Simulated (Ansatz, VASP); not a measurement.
This is a calculation of Si for VASP 6.6.1.

POSCAR

```
Si
1.0
    3.8313174605      0.0000000000      0.0000000000
   -1.9156587303      3.3180182508      0.0000000000
    0.0000000000      0.0000000000      6.3326220002
Si
4
Direct
    0.6666666667      0.3333333333      0.9369905000
    0.3333333333      0.6666666667      0.4369905000
    0.6666666667      0.3333333333      0.5630095000
    0.3333333333      0.6666666667      0.0630095000
```

The input INCAR.step1:

```
PREC = Accurate ; ENCUT = 520
EDIFF = 1E-5 ; ISMEAR = -1
SIGMA = 0.05 ; LREAL = False
LASPH = True ; NELM = 60
ALGO = Normal ; ISIF = 2
LWAVE = True ; LCHARG = False
GGA = PE ; NBANDS = 16
```

INCAR.step2

```
PREC = Accurate ; ENCUT = 520
EDIFF = 1E-7 ; ISMEAR = -1
SIGMA = 0.05 ; LREAL = False
LASPH = True ; NELM = 60
ALGO = Normal ; ISIF = 2
LWAVE = False ; LCHARG = False
GGA = PE ; LHFCALC = True
AEXX = 0.25 ; HFSCREEN = 0.1
PRECFOCK = Normal ; ISTART = 1
NBANDS = 16
```

The input KPOINTS:

```
regular mesh
0
Gamma
  4 4 2
```

Potentials or basis: VASP PAW PBE potentials, release 64 (Si).

Run with:

```bash
$ cat potpaw_PBE.64/Si/POTCAR > POTCAR
$ cp INCAR.step1 INCAR
$ mpirun -np 1 vasp_std > vasp.out
$ cp INCAR.step2 INCAR
$ mpirun -np 1 vasp_std > vasp.out
```

Q: Set up the same calculation for Ansatz 0.2.0. Potentials there: Ansatz PAW.

A: As run (the cutoff follows the program's own potentials):

The input input.yaml:

```yaml
crystal:
  lattice:
    - [3.8313174605, 0.0, 0.0]
    - [-1.9156587303, 3.3180182508, 0.0]
    - [0.0, 0.0, 6.3326220002]
  atoms:
    - { symbol: Si, position: [0.6666666667, 0.3333333333, 0.9369905] }
    - { symbol: Si, position: [0.3333333333, 0.6666666667, 0.4369905] }
    - { symbol: Si, position: [0.6666666667, 0.3333333333, 0.5630095] }
    - { symbol: Si, position: [0.3333333333, 0.6666666667, 0.0630095] }
hamiltonian:
  xc: { exchange: pbe, correlation: pbe, exx: { coeff: 0.25, omega: 0.1 } }
  pseudopotentials: { kind: paw }
kpoints:
  mp_grid: { grid: [4, 4, 2] }
scf:
  occupations: { method: fermi_dirac, width: 0.05 }
output:
  forces: true
  stress: true
  eigenvalues: true
```

Potentials or basis: Ansatz PAW.

The run is started by

```sh
$ ansatz run input.yaml --threads 2 --pin off --max-ram 5632MiB --backend cpu --events-out ev --progress --plain --runs-dir out
```

Both were run:

|  | VASP | Ansatz | Ansatz less VASP |
| --- | --- | --- | --- |
| gap on the k mesh at the Fermi level (eV) | 1.34 | 1.30 | -0.040 |
| least direct gap on the mesh (eV) | 2.07 | 2.03 | -0.036 |
| pressure (GPa) | -0.3 | 0.1 | +0.45 |
| traceless stress, the component that is largest in VASP (GPa) | -0.75 | -0.76 | -0.009 |
| rms of the force components (eV/Å) | 0.049 | 0.047 | -0.0018 |

VASP's potentials were made for PBE, not for PBE-based screened hybrid. Atom by atom the forces differ by 0.002 eV/Å (rms over components).

The k mesh is coarse, so the values compare programs but aren't converged.
